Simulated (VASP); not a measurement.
Write the native input for VASP 6.6.1 that does the following.

| Quantity | Value |
| --- | --- |
| Task | single point |
| Functional | PBE |
| Potentials or basis | VASP PAW PBE potentials, release 64 (Ta_pv) |
| Cutoff | 520 eV |
| k mesh | 14 × 14 × 14 |
| Occupations | fermi-dirac, width 0.08 eV |
| Spin | no spin polarisation |
| Dipole correction | no |
| Further INCAR settings | ALGO = Normal; EDIFF = 1e-07; NBANDS = 12 |

The structure of Ta lies in POSCAR:

```
Ta
1.0
    2.5899403463      0.0000000000      0.0000000000
    0.0000000000      2.5899403463      0.0000000000
    0.0000000000      0.0000000000      2.5899403463
Ta
1
Direct
    0.0000000000      0.0000000000      0.0000000000
```

This cell differs from its parent crystal: volume scaled by 0.84.

These files were run (other wordings do the same):

INCAR

```
  ALGO = Normal
  EDIFF = 1E-7
  ENCUT = 520
  GGA = PE
  ISIF = 2
  ISMEAR = -1
  LASPH = T
  LCHARG = F
  LREAL = F
  LWAVE = F
  NBANDS = 12
  NELM = 60
  PREC = Accurate
  SIGMA = 0.08
```

KPOINTS

```
k-points
0
Gamma
  14 14 14
```

Potentials or basis: VASP PAW PBE potentials, release 64 (Ta_pv).

Run with:

```console
$ cat potpaw_PBE.64/Ta_pv/POTCAR > POTCAR
$ mpirun -np 1 vasp_std > vasp.out
```

It gave:

| Item | Value |
| --- | --- |
| Pressure | 34.6 GPa |

It took 10 s on 1 thread of AMD EPYC 9R45 96-Core Processor (Zen 5), on a shared host, peak memory 0.11 GiB.
